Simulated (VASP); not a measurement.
Input of a VASP 6.6.1 run:

Contents of INCAR:

```
PREC = Accurate
ENCUT = 520
EDIFF = 1E-6
ISMEAR = 0
SIGMA = 0.15
LREAL = False
LASPH = True
NELM = 100
ALGO = Fast
ISIF = 2
LWAVE = False
LCHARG = False
GGA = PE
NBANDS = 25
```

Contents of KPOINTS:

```
Automatic mesh
0
Gamma
  16 16 10
```

POSCAR

```
CuO
1.0
    2.0821496890     -2.0879424390      0.0000000000
    2.0821496890      2.0879424390      0.0000000000
    0.0000000000      0.0000000000      5.1512621043
Cu O
2 2
Direct
    0.0000000000      0.5000000000      0.0000000000
    0.5000000000      0.0000000000      0.5000000000
    0.4591335467      0.5000000000      0.2295667733
    0.5000000000      0.5000000000      0.7500000000
```

Potentials or basis: VASP PAW PBE potentials, release 64 (Cu, O).

The run is started by

```console
$ cat potpaw_PBE.64/Cu/POTCAR potpaw_PBE.64/O/POTCAR > POTCAR
$ mpirun -np 1 vasp_std > vasp.out
```

Task: Estimate the largest force.

Result: 2.285 eV/Å.

Task: Predict the band gap on the k mesh.

Result: Zero (bands 17 and 18 overlap by 1.03 eV).

Forces in eV/Å, atoms in the order of the input:
```
Cu  -0.964  0.966 -1.065
Cu  -0.184  0.185 -0.472
O    0.980 -0.983  1.815
O    0.167 -0.168 -0.278
```

Caveat: the cell differs from its parent crystal (atom 3 (O) moved +0.160 Å towards its neighbour atom 1 (Cu) at 1.958 Å); semilocal functionals often make such compounds metallic where correlation or magnetic order opens a gap, which also shifts bond lengths; forces of over 1 eV/Å act on the atoms, so gaps and moduli don't describe the material at rest.
